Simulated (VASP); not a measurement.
Ga3O2: single point with PBE

The system is Ga3O2.

```xyz
5
Lattice="0.0000 3.1800 4.2477 2.9910 0.0000 4.2477 2.9910 3.1800 0.0000" Properties=species:S:1:pos:R:3 pbc="T T T"
Ga    2.9910    3.1800    1.1820
Ga    4.4865    4.7699    7.0630
Ga    1.4955    1.5900    2.8153
O     2.9910    4.9873    4.0296
O     2.9910    1.3726    4.0296
```

- Program: VASP 6.6.1
- Task: single point
- Functional: PBE
- Potentials or basis: VASP PAW PBE potentials, release 64 (Ga_d, O)
- Cutoff: 520 eV
- k mesh: 10 × 10 × 10
- Occupations: gaussian, width 0.1 eV
- Spin: no spin polarisation

* Pressure: 0.3 GPa
* Largest force: 0.066 eV/Å

Forces on the atoms (eV/Å):
```
Ga   0.000  0.000  0.066
Ga   0.000  0.000 -0.061
Ga   0.000  0.000 -0.061
O    0.000 -0.012  0.028
O    0.000  0.012  0.028
```

Stress tensor (GPa, compression positive):
```
0.42 0.00 0.00
0.00 0.08 0.00
0.00 0.00 0.42
```

Levels at points of the mesh, in eV from the Fermi level:
```
           k point  band 23  band 24  band 25  band 26  band 27  band 28  band 29  band 30
(0.00, 0.00, 0.00)    -3.90    -2.90    -0.27    -0.08     2.36     3.49     3.77     3.90
(0.50, 0.00, 0.00)    -3.34    -3.09    -1.87     1.10     2.32     3.12     3.87     4.95
(0.50, 0.50, 0.00)    -2.79    -2.27    -0.74    -0.39     0.80     1.41     3.56     6.19
(0.50, 0.00, 0.50)    -3.44    -3.22    -2.48    -2.19     2.50     2.90     4.76     6.65
(0.00, 0.50, 0.50)    -3.39    -2.58    -1.69    -0.11     0.98     3.76     4.10     4.53
```

It took 3.4 min on 1 thread of Intel(R) Xeon(R) 6975P-C (Granite Rapids), on a shared host, peak memory 0.48 GiB.

Caveat: an odd number of electrons without spin polarisation forces a metal; a magnetic or distorted state may lie lower.
